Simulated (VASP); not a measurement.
Set up this calculation in VASP 6.6.1, as the native input.

```yaml
Task: single point
Functional: PBEsol
Potentials_or_basis: VASP PAW PBE potentials, release 64 (Mg, Sb, Sn_d)
Cutoff: 600 eV
k_mesh: 4 × 4 × 4
Occupations: fermi-dirac, width 0.02 eV
Spin: no spin polarisation
Dipole_correction: no
Further_INCAR_settings: ALGO = Normal; EDIFF = 1e-06; NBANDS = 21
```

The structure of MgSnSb2 lies in POSCAR:

```
MgSnSb2
1.0
    4.6004806398      0.0000000000      0.0000000000
    0.0000000000      4.6004806398      0.0000000000
    0.0000000000      0.0000000000      6.5552383745
Mg Sb Sn
1 2 1
Direct
    0.0000000000      0.0000000000      0.0000000000
    0.0000000000      0.5000000000      0.2428810298
    0.5000000000      0.0000000000      0.7571189702
    0.5000000000      0.5000000000      0.5000000000
```

These files were run (other wordings do the same):

INCAR

```
SYSTEM = MgSnSb2
PREC = Accurate
ENCUT = 600
EDIFF = 1E-6
ISMEAR = -1
SIGMA = 0.02
LREAL = .False.
LASPH = .True.
NELM = 120
ALGO = Normal
ISIF = 2
LWAVE = .False.
LCHARG = .True.
GGA = PS
LELF = .True.
LVHAR = .True.
NBANDS = 21
GGA_COMPAT = .False.
```

KPOINTS

```
Automatic mesh
0
Gamma
  4 4 4
  0 0 0
```

Potentials or basis: VASP PAW PBE potentials, release 64 (Mg, Sb, Sn_d).

Launch:

```sh
$ cat potpaw_PBE.64/Mg/POTCAR potpaw_PBE.64/Sb/POTCAR potpaw_PBE.64/Sn_d/POTCAR > POTCAR
$ mpirun -np 1 vasp_std > vasp.out
```

Results of the run:

```json
{
 "Pressure": "-0.2 GPa",
 "Band gap on the k mesh": "zero (band 13 reaches 3.78 eV, above the bottom of band 14 at 3.57 eV)"
}
```

Caveat: the PAW data sets were made with another functional, which shifts forces and pressure a little; spin-orbit coupling is left out, which moves the levels of the heavy elements.

Run time: 33 s on 1 thread of Intel(R) Xeon(R) 6975P-C (Granite Rapids), on a shared host, peak memory 0.32 GiB.
